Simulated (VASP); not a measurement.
# SnO (P2_1/m) in VASP: further runs

SnO is run at these levels: PBE; tasks: single point.

Program: VASP 6.6.1. These are calculated values, not measurements. Logs are shortened: lines on timing, memory, paths and dates and some standing lists are left out, and cuts for length are marked.

## Step 1: The cell of the first run

It takes space group P2_1/m (No. 11, monoclinic). The conventional cell has a = 3.816 Å, b = 3.816 Å, c = 5.068 Å, α = 90.00°, β = 90.00°, γ = 90.00°. Sn (site symmetry m) has 4 O at 2.05 to 2.42 Å within 2.7 Å. Within 2.8 Å of O (site symmetry m) lie 4 Sn at 2.05 to 2.42 Å and 4 O at 2.66 to 2.74 Å.

## Step 2: Single point, PBE (atoms displaced along a vibrational mode, the cell strained)

Contents of INCAR:

```
SYSTEM = SnO
PREC = Accurate
ENCUT = 520
EDIFF = 1E-6
ISMEAR = 0
SIGMA = 0.05
LREAL = .FALSE.
LASPH = .TRUE.
NELM = 80
ALGO = Normal
ISIF = 2
LWAVE = .FALSE.
LCHARG = .TRUE.
GGA = PE
LELF = .TRUE.
LVHAR = .TRUE.
NBANDS = 28
```

Contents of KPOINTS:

```
regular mesh
0
G
  10 10 8
  0 0 0
```

Contents of POSCAR:

```
SnO
1.0
    3.8158424934      0.0000000000      0.0000000000
    0.0000000000      3.8158424934      0.0000000000
    0.0000000000      0.0000000000      5.0679375214
Sn O
2 2
Direct
   -0.0646449638      0.5000000000      0.2286909982
    0.5646449638      0.0000000000      0.7713090018
    0.0068811044      0.0000000000      0.0000000000
    0.4931188956      0.5000000000      0.0000000000
```

Potentials or basis: VASP PAW PBE potentials, release 64 (Sn_d, O).

Run with:

```
> cat potpaw_PBE.64/Sn_d/POTCAR potpaw_PBE.64/O/POTCAR > POTCAR
> mpirun -np 1 vasp_std > vasp.out
```

OUTCAR:

```text
SYSTEM = SnO
   PREC = Accurate
   ENCUT = 520
   EDIFF = 1E-6
   ISMEAR = 0
   LREAL = .FALSE.
   LASPH = .TRUE.
   NELM = 80
   ISIF = 2
   GGA = PE

 ion  position               nearest neighbor table
   1  0.935  0.500  0.229-   4 2.05   3 2.25   3 2.25   4 2.42   2 3.32   2 3.32   2 3.63   2 3.63

   2  0.565  0.000  0.771-   3 2.05   4 2.25   4 2.25   3 2.42   1 3.32   1 3.32   1 3.63   1 3.63

   3  0.007  0.000  0.000-   2 2.05   1 2.25   1 2.25   2 2.42
   4  0.493  0.500  0.000-   1 2.05   2 2.25   2 2.25   1 2.42

  LATTYP: Found a simple tetragonal cell.
 ALAT       =     3.8158424934
 C/A-ratio  =     1.3281306894

  Lattice vectors:

 A1 = (   3.8158424934,   0.0000000000,   0.0000000000)
 A2 = (   0.0000000000,   3.8158424934,   0.0000000000)
 A3 = (   0.0000000000,   0.0000000000,   5.0679375214)

Analysis of symmetry for initial positions (statically):
=====================================================================
 Subroutine PRICEL returns:
 Original cell was already a primitive cell.

 Routine SETGRP: Setting up the symmetry group for a
 simple tetragonal supercell.

 Subroutine GETGRP returns: Found  4 space group operations
 (whereof  2 operations were pure point group operations)
 out of a pool of 16 trial point group operations.

The static configuration has the point symmetry C_1h.
 The point group associated with its full space group is C_2h.

Analysis of symmetry for dynamics (positions and initial velocities):
=====================================================================
 Subroutine PRICEL returns:
 Original cell was already a primitive cell.

 Routine SETGRP: Setting up the symmetry group for a
 simple tetragonal supercell.

 Subroutine GETGRP returns: Found  4 space group operations
 (whereof  2 operations were pure point group operations)
 out of a pool of 16 trial point group operations.

The dynamic configuration has the point symmetry C_1h.
 The point group associated with its full space group is C_2h.

 Subroutine INISYM returns: Found  4 space group operations
 (whereof  2 operations are pure point group operations),
 and found     1 'primitive' translations

----------------------------------------------------------------------------------------

                                     Primitive cell

  volume of cell :      73.7925

  direct lattice vectors                    reciprocal lattice vectors
     3.815842493  0.000000000  0.000000000     0.262065324  0.000000000  0.000000000
     0.000000000  3.815842493  0.000000000     0.000000000  0.262065324  0.000000000
     0.000000000  0.000000000  5.067937521     0.000000000  0.000000000  0.197318928

  length of vectors
     3.815842493  3.815842493  5.067937521     0.262065324  0.262065324  0.197318928

  position of ions in fractional coordinates (direct lattice)
     0.935355036  0.500000000  0.228690998
     0.564644964  0.000000000  0.771309002
     0.006881104  0.000000000  0.000000000
     0.493118896  0.500000000  0.000000000

  ion indices of the primitive-cell ions
   primitive index   ion index
                 1           1
                 2           2
                 3           3
                 4           4

----------------------------------------------------------------------------------------

 KPOINTS: regular mesh

Automatic generation of k-mesh.
 Grid dimensions read from file:
 generate k-points for:   10   10    8

 Generating k-lattice:

  Cartesian coordinates                     Fractional coordinates (reciprocal lattice)
     0.026206532  0.000000000  0.000000000     0.100000000  0.000000000  0.000000000
     0.000000000  0.026206532  0.000000000     0.000000000  0.100000000  0.000000000
     0.000000000  0.000000000  0.024664866     0.000000000  0.000000000  0.125000000

  Length of vectors
     0.026206532  0.026206532  0.024664866

  Shift w.r.t. Gamma in fractional coordinates (k-lattice)
     0.000000000  0.000000000  0.000000000

 Subroutine IBZKPT returns following result:
 ===========================================

 Found    252 irreducible k-points:

 Following reciprocal coordinates:
            Coordinates               Weight
  0.000000  0.000000  0.000000      1.000000
  0.100000  0.000000  0.000000      2.000000
  0.000000  0.100000  0.000000      2.000000
  0.200000  0.000000  0.000000      2.000000
  0.000000  0.200000  0.000000      2.000000
  0.300000  0.000000  0.000000      2.000000
[... 16 lines left out ...]
 -0.200000  0.300000  0.000000      4.000000
  0.400000  0.200000  0.000000      4.000000
 [... further k-points ...]
   k-points           NKPTS =    252   k-points in BZ     NKDIM =    252   number of bands    NBANDS=     28
   number of dos      NEDOS =    301   number of ions     NIONS =      4
   total plane-waves  NPLWV =  31360
   dimension x,y,z NGX =    28 NGY =   28 NGZ =   40
   dimension x,y,z NGXF=    56 NGYF=   56 NGZF=   80
   ions per type =               2   2
   NGX,Y,Z   is equivalent  to a cutoff of  12.20, 12.20, 13.12 a.u.
   NGXF,Y,Z  is equivalent  to a cutoff of  24.40, 24.40, 26.24 a.u.
 SYSTEM =  SnO
   PREC   = accura    normal or accurate (medium, high low for compatibility)
   ISTART =      0    job   : 0-new  1-cont  2-samecut
   ICHARG =      2    charge: 1-file 2-atom 10-const
   ISPIN  =      1    spin polarized calculation?
   LNONCOLLINEAR =      F non collinear calculations
   LSORBIT =      F    spin-orbit coupling
   LASPH  =      T    aspherical Exc in radial PAW
   ENCUT  =  520.0 eV  38.22 Ry    6.18 a.u.   7.09  7.09  9.42*2*pi/ulx,y,z
   NELM   =     80;   NELMIN=  2; NELMDL= -5     # of ELM steps
   EDIFF  = 0.1E-05   stopping-criterion for ELM
   LREAL  =      F    real-space projection
   EDIFFG = 0.1E-04   stopping-criterion for IOM
   NSW    =      0    number of steps for IOM
   IBRION =     -1    ionic relax: 0-MD 1-quasi-New 2-CG
   NFREE  =      0    steps in history (QN), initial steepest desc. (CG)
   ISIF   =      2    stress and relaxation
   ISYM   =      2    0-nonsym 1-usesym 2-fastsym
   POTIM  = 0.5000    time-step for ionic-motion
   TEBEG  =    0.0;   TEEND  =   0.0 temperature during run
   PSTRESS=    0.0 pullay stress
   NELECT =      40.0000    total number of electrons
   NUPDOWN=      -1.0000    fix difference up-down
   EMIN   =  10.00;   EMAX   =-10.00  energy-range for DOS
   EFERMI =   0.00;   METHOD = LEGACY
   ISMEAR =     0;   SIGMA  =   0.05  broadening in eV -4-tet -1-fermi 0-gaus
   EFERMI_NEDOS =   21; number of points for ismear=-14 and -15
   IALGO  =     38    algorithm
   IMIX   =      4    mixing-type and parameters
     AMIX     =   0.40;   BMIX     =  1.00
     AMIX_MAG =   1.60;   BMIX_MAG =  1.00
  volume/ion in A,a.u.               =      18.45       124.49
  Fermi-wavevector in a.u.,A,eV,Ry     =   1.334824  2.522452 24.242262  1.781756
  Thomas-Fermi vector in A             =   2.463576
   LORBIT       =      0    0 simple, 1 ext, 2 COOP (PROOUT), +10 PAW based schemes
   GGA     = PE    functional components
   LHFCALC =     F    Hartree Fock is set to
   AEXX    =    0.0000 exact exchange contribution
   IVDW    =     0    specifies the selected vdW correction
   LEPSILON=     F    determine dielectric tensor
   LRPA    =     F    only Hartree local field effects (RPA)
 non-spin polarized calculation
 Gauss-broadening in eV      SIGMA  =   0.05
  energy-cutoff  :      520.00
  volume of cell :       73.79
 maximum number of plane-waves:      2006
   NGX = 15   NGY = 15   NGZ = 19

 number of electron      40.0000004 magnetization

 Free energy of the ion-electron system (eV)
  ---------------------------------------------------
  ext. energy  EPLUGINS =         0.00000000
  ---------------------------------------------------
  free energy    TOTEN  =       -22.34093787 eV

  energy without entropy =      -22.34093787  energy(sigma->0) =      -22.34093787

 E-fermi :   6.7971     XC(G=0):  -9.9348

 val. band max:        6.5409660223   @ k =   0.0000   0.0000   0.0000
 cond. band min:       7.0111903776   @ k =   0.5000   0.5000   0.0000
 fundamental gap:      0.4702243552
 Fermi energy:         6.7970879792

 k-point     1 :       0.0000    0.0000    0.0000
  band No.  band energies     occupation
      1     -15.4781      2.00000
      2     -15.0862      2.00000
      3     -14.9928      2.00000
      4     -14.9890      2.00000
      5     -14.9327      2.00000
      6     -14.9299      2.00000
[... 20 lines left out ...]
     27      13.5491      0.00000
     28      14.2308      0.00000

 k-point     2 :       0.1000    0.0000    0.0000
  band No.  band energies     occupation
      1     -15.4769      2.00000
      2     -15.0983      2.00000
      3     -14.9914      2.00000
      4     -14.9838      2.00000
      5     -14.9356      2.00000
      6     -14.9335      2.00000
[... 20 lines left out ...]
     27      13.6261      0.00000
     28      15.0100      0.00000

 k-point     3 :       0.0000    0.1000    0.0000
  band No.  band energies     occupation
      1     -15.4750      2.00000
      2     -15.1072      2.00000
      3     -14.9910      2.00000
      4     -14.9893      2.00000
      5     -14.9320      2.00000
      6     -14.9291      2.00000
[... 20 lines left out ...]
     27      14.0400      0.00000
     28      14.7058      0.00000

 k-point     4 :       0.2000    0.0000    0.0000
  band No.  band energies     occupation
      1     -15.4744      2.00000
      2     -15.1352      2.00000
      3     -14.9876      2.00000
      4     -14.9712      2.00000
      5     -14.9449      2.00000
      6     -14.9413      2.00000
[... 578 lines left out ...]
     27      14.6123      0.00000
     28      15.5057      0.00000

 k-point    23 :      -0.2000    0.3000    0.0000
  band No.  band energies     occupation
      1     -15.4547      2.00000
      2     -15.2805      2.00000
      3     -14.9747      2.00000
      4     -14.9623      2.00000
      5     -14.9443      2.00000
      6     -14.9361      2.00000
[... 20 lines left out ...]
     27      14.7054      0.00000
     28      15.5646      0.00000

 k-point    24 :       0.4000    0.2000    0.0000
  band No.  band energies     occupation
      1     -15.4704      2.00000
      2     -15.2825      2.00000
      3     -14.9754      2.00000
      4     -14.9619      2.00000
      5     -14.9358      2.00000
      6     -14.9332      2.00000
[... 20 lines left out ...]
     27      14.0288      0.00000
     28      15.2414      0.00000

 [... further k-points ...]

------------------------ aborting loop because EDIFF is reached ----------------------------------------

  FORCE on cell =-STRESS in cart. coord.  units (eV):
  Direction    XX          YY          ZZ          XY          YZ          ZX
  --------------------------------------------------------------------------------------
  -------------------------------------------------------------------------------------
  Total        3.6558603      1.8096761      2.4063365      0.0000000      0.0000000      3.2301311
  in kB       79.3757875     39.2915625     52.2462110      0.0000000      0.0000000     70.1323828
  external PRESSURE =      56.9711870 kB  Pullay stress =       0.0000000 kB

 VOLUME and BASIS-vectors are now :
 -----------------------------------------------------------------------------
  energy-cutoff  :      520.00
  volume of cell :       73.79
      direct lattice vectors                 reciprocal lattice vectors
     3.815842493  0.000000000  0.000000000     0.262065324  0.000000000  0.000000000
     0.000000000  3.815842493  0.000000000     0.000000000  0.262065324  0.000000000
     0.000000000  0.000000000  5.067937521     0.000000000  0.000000000  0.197318928

 POSITION                                       TOTAL-FORCE (eV/Angst)
 -----------------------------------------------------------------------------------
      3.56917      1.90792      1.15899         1.593857      0.000000      1.034457
      2.15460      0.00000      3.90895        -1.593857      0.000000     -1.034457
      0.02626      0.00000      0.00000         0.414999      0.000000      0.551135
      1.88166      1.90792      0.00000        -0.414999      0.000000     -0.551135
 -----------------------------------------------------------------------------------
    total drift:                               -0.000000      0.000000      0.000000

  FREE ENERGIE OF THE ION-ELECTRON SYSTEM (eV)
  ---------------------------------------------------
  free  energy   TOTEN  =       -22.3409378685 eV

  energy  without entropy=      -22.3409378685  energy(sigma->0) =      -22.34093787
```

Run time: 3.6 min. Hardware: 1 thread of Intel Xeon 6975P-C (Granite Rapids), shared host; peak memory 0.49 GiB.

Results:

* Free energy: -22.3409 eV
* Pressure: 5.7 GPa
* Largest force: 1.900 eV/Å
* Band gap on the k mesh: 0.47 eV (least direct gap 1.87 eV)

Forces in eV/Å, atoms in the order of the input:
```
Sn   1.594  0.000  1.034
Sn  -1.594  0.000 -1.034
O    0.415  0.000  0.551
O   -0.415  0.000 -0.551
```

Stress tensor (GPa, compression positive):
```
7.94 0.00 7.01
0.00 3.93 0.00
7.01 0.00 5.22
```

Caveat: the cell differs from its parent crystal (atoms displaced along a vibrational mode, the cell strained); the cell stands under pressure; semilocal functionals underestimate gaps, and a narrow one can read as zero; spin-orbit coupling is left out, which moves the levels of the heavy elements; forces of over 1 eV/Å act on the atoms, so gaps and moduli don't describe the material at rest. A k mesh can miss the band edges.

## Step 3: Single point, PBE (atoms displaced along a vibrational mode, the cell strained)

Contents of INCAR:

```
SYSTEM = SnO
PREC     = Accurate       ! precision mode
ENCUT    = 520            ! plane-wave cutoff, eV
EDIFF    = 1E-7           ! SCF threshold, eV
ISMEAR   = 0              ! smearing method
SIGMA    = 0.05           ! smearing width, eV
LREAL    = .False.        ! projectors in reciprocal space
LASPH    = .True.         ! aspherical terms in the spheres
NELM     = 100            ! most SCF steps
ALGO     = Normal         ! electronic algorithm
ISIF     = 2              ! what is computed and relaxed
LWAVE    = .False.        ! write WAVECAR
LCHARG   = .False.        ! write CHGCAR
GGA      = PE             ! functional
NBANDS   = 28             ! bands
```

Contents of KPOINTS:

```
regular mesh
0
Gamma
  10 10 8
  0 0 0
```

Contents of POSCAR:

```
SnO
1.0
    3.8158424934      0.0000000000      0.0000000000
    0.0000000000      3.8158424934      0.0000000000
    0.0000000000      0.0000000000      5.0679375214
Sn O
2 2
Direct
   -0.0431052619      0.5000000000      0.2286909982
    0.5431052619      0.0000000000      0.7713090018
    0.0045883204      0.0000000000      0.0000000000
    0.4954116796      0.5000000000      0.0000000000
```

Potentials or basis: VASP PAW PBE potentials, release 64 (Sn_d, O).

Run with:

```
> cat potpaw_PBE.64/Sn_d/POTCAR potpaw_PBE.64/O/POTCAR > POTCAR
> mpirun -np 1 vasp_std > vasp.out
```

OUTCAR:

```text
SYSTEM = SnO
   PREC = Accurate
   ENCUT = 520
   EDIFF = 1E-7
   ISMEAR = 0
   LREAL = .False.
   LASPH = .True.
   NELM = 100
   ISIF = 2
   GGA = PE

 ion  position               nearest neighbor table
   1  0.957  0.500  0.229-   4 2.11   3 2.24   3 2.24   4 2.36   2 3.39   2 3.39   2 3.70   2 3.70
                             2 3.74   2 3.74
   2  0.543  0.000  0.771-   3 2.11   4 2.24   4 2.24   3 2.36   1 3.39   1 3.39   1 3.70   1 3.70
                             1 3.74   1 3.74
   3  0.005  0.000  0.000-   2 2.11   1 2.24   1 2.24   2 2.36
   4  0.495  0.500  0.000-   1 2.11   2 2.24   2 2.24   1 2.36

[... 948 lines left out ...]
  -------------------------------------------------------------------------------------
  Total        2.4723077      1.6425551      1.5264334      0.0000000      0.0000000      1.9938100
  in kB       53.6785745     35.6630432     33.1418165      0.0000000      0.0000000     43.2894653
  external PRESSURE =      40.8278114 kB  Pullay stress =       0.0000000 kB

 VOLUME and BASIS-vectors are now :
 -----------------------------------------------------------------------------
  energy-cutoff  :      520.00
  volume of cell :       73.79
      direct lattice vectors                 reciprocal lattice vectors
     3.815842493  0.000000000  0.000000000     0.262065324  0.000000000  0.000000000
     0.000000000  3.815842493  0.000000000     0.000000000  0.262065324  0.000000000
     0.000000000  0.000000000  5.067937521     0.000000000  0.000000000  0.197318928

 POSITION                                       TOTAL-FORCE (eV/Angst)
 -----------------------------------------------------------------------------------
      3.65136      1.90792      1.15899         0.991886      0.000000      0.665650
      2.07240      0.00000      3.90895        -0.991886      0.000000     -0.665650
      0.01751      0.00000      0.00000         0.192531      0.000000      0.236984
      1.89041      1.90792      0.00000        -0.192531      0.000000     -0.236984
 -----------------------------------------------------------------------------------
    total drift:                               -0.000000     -0.000000      0.000000

  FREE ENERGIE OF THE ION-ELECTRON SYSTEM (eV)
  ---------------------------------------------------
  free  energy   TOTEN  =       -22.5468809742 eV

  energy  without entropy=      -22.5468809741  energy(sigma->0) =      -22.54688097
```

Run time: 3.2 min. Hardware: 1 thread of Intel Xeon 6975P-C (Granite Rapids), shared host; peak memory 0.48 GiB.

What came out:

* Free energy: -22.5469 eV
* Pressure: 4.1 GPa
* Largest force: 1.195 eV/Å
* Band gap on the k mesh: 0.42 eV (least direct gap 1.90 eV)

Forces in eV/Å, atoms in the order of the input:
```
Sn   0.992  0.000  0.666
Sn  -0.992  0.000 -0.666
O    0.193  0.000  0.237
O   -0.193  0.000 -0.237
```

Stress tensor (GPa, compression positive):
```
5.37 0.00 4.33
0.00 3.57 0.00
4.33 0.00 3.31
```

Caveat: the cell differs from its parent crystal (atoms displaced along a vibrational mode, the cell strained); the cell stands under pressure; semilocal functionals underestimate gaps, and a narrow one can read as zero; spin-orbit coupling is left out, which moves the levels of the heavy elements; forces of over 1 eV/Å act on the atoms, so gaps and moduli don't describe the material at rest. A k mesh can miss the band edges.

(Continued in part 2 of 2.)
